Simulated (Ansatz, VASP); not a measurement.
# One calculation of WC, two programs

```
CELL_PARAMETERS angstrom
2.90050 0.00000 0.00000
-1.45025 2.51191 0.00000
0.00000 0.00000 2.82900
ATOMIC_POSITIONS crystal
W 0.00000 0.00000 0.00000
C 0.66667 0.33333 0.50000
```

Alike in both runs: task single point; functional PBE; k mesh 13 × 13 × 12; occupations fermi-dirac, width 0.05 eV; non-collinear spin, spin-orbit coupling.

```csv
,VASP,Ansatz
version,VASP 6.6.1,Ansatz 0.2.0
potentials or method,"VASP PAW PBE potentials, release 64 (W_sv, C), cutoff 520 eV",all-electron LAPW
```

```tsv
	VASP	Ansatz	Ansatz less VASP
pressure (GPa)	10.3	8.2	-2.07
traceless stress, the component that is largest in VASP (GPa)	0.32	0.25	-0.069
net moment per atom (μB)	0.00	0.00	0.000
```

Ansatz ran all-electron here, and VASP with PAW potentials.
